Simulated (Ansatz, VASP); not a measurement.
# Ge: VASP beside Ansatz

```xyz
2
Lattice="-2.6101 2.6132 1.4438 2.6132 -2.6101 1.4438 2.6243 2.6243 -1.4380" Properties=species:S:1:pos:R:3 pbc="T T T"
Ge   -2.6088    2.6120    1.4438
Ge    0.0066    2.6208    0.7248
```

Alike in both runs: task single point; functional RPBE; k mesh 14 × 14 × 10; occupations fermi-dirac, width 0.1 eV; no spin polarisation.

```csv
,VASP,Ansatz
version,VASP 6.6.1,Ansatz 0.2.0
potentials or method,"VASP PAW PBE potentials, release 64 (Ge_d), cutoff 520 eV","plane waves (420 eV) with PAW, scalar-relativistic"
valence electrons in the cell,28,28
```

VASP gave:

* pressure (GPa): -0.2
* traceless stress, the component that is largest in VASP (GPa): -0.35

Which values does Ansatz return?

Pressure (GPa): 0.0; traceless stress, the component that is largest in VASP (GPa): -0.34.

VASP's potentials were made for PBE, not for RPBE.
